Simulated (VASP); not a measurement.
Set up this calculation in VASP 6.6.1, as the native input.

| Item | Value |
| --- | --- |
| Task | relaxation of shape and atoms at fixed volume |
| Functional | r2SCAN |
| Potentials or basis | VASP PAW PBE potentials, release 64 (Ni_sv_GW, O) |
| Cutoff | 770 eV |
| k mesh | 12 × 12 × 6 |
| Occupations | gaussian, width 0.02 eV |
| Spin | no spin polarisation |
| Dipole correction | no |
| Further INCAR settings | ALGO = Normal; EDIFF = 1e-07; IBRION = 2; EDIFFG = -0.01; NSW = 50; ISIF = 4 |

The system is NiO2.

```
CELL_PARAMETERS angstrom
2.74819 0.00000 0.00000
-1.37410 2.38000 0.00000
0.00000 0.00000 4.56046
ATOMIC_POSITIONS crystal
Ni 0.00000 0.00000 0.50000
O 0.66667 0.33333 0.70390
O 0.33333 0.66667 0.29610
```

One way to write it, as run:

POSCAR

```
NiO2
1.0
    2.7481921211      0.0000000000      0.0000000000
   -1.3740960606      2.3800041914      0.0000000000
    0.0000000000      0.0000000000      4.5604578211
Ni O
1 2
Direct
    0.0000000000      0.0000000000      0.5000000000
    0.6666666667      0.3333333333      0.7038965614
    0.3333333333      0.6666666667      0.2961034386
```

INCAR.step1

```
ALGO = Normal
EDIFF = 1E-5
EDIFFG = -0.005
ENCUT = 770
GGA = PE
GGA_COMPAT = False
IBRION = 2
ISIF = 3
ISMEAR = 0
LASPH = True
LCHARG = False
LREAL = False
LWAVE = True
NELM = 120
NELMIN = 4
NSW = 100
PREC = Accurate
SIGMA = 0.02
```

INCAR.step2

```
ALGO = Normal
EDIFF = 1E-7
EDIFFG = -0.01
ENCUT = 770
GGA_COMPAT = False
IBRION = 2
ISIF = 4
ISMEAR = 0
ISTART = 1
LASPH = True
LCHARG = False
LMIXTAU = True
LREAL = False
LWAVE = False
METAGGA = R2SCAN
NELM = 120
NELMIN = 4
NSW = 50
PREC = Accurate
SIGMA = 0.02
```

KPOINTS

```
k-points
0
Gamma
  12 12 6
```

Potentials or basis: VASP PAW PBE potentials, release 64 (Ni_sv_GW, O).

The run is started by

```bash
$ cat potpaw_PBE.64/Ni_sv_GW/POTCAR potpaw_PBE.64/O/POTCAR > POTCAR
$ cp INCAR.step1 INCAR
$ mpirun -np 1 vasp_std > vasp.out
$ cp INCAR.step2 INCAR
$ mpirun -np 1 vasp_std > vasp.out
```

It gave:

The energy gained by relaxing is 7.9 meV/atom and the ionic steps are 5. The pressure after relaxing is 0.3 GPa and the largest force after relaxing is 0.007 eV/Å. The band gap on the k mesh is 1.37 eV (least direct gap 1.56 eV).

Caveat: the PAW data sets were made with another functional, which shifts forces and pressure a little; the run has no spin polarisation, though such a crystal can be magnetic.

It took 30 min on 1 thread of Intel(R) Xeon(R) 6975P-C (Granite Rapids), with other jobs on the host, peak memory 0.29 GiB.
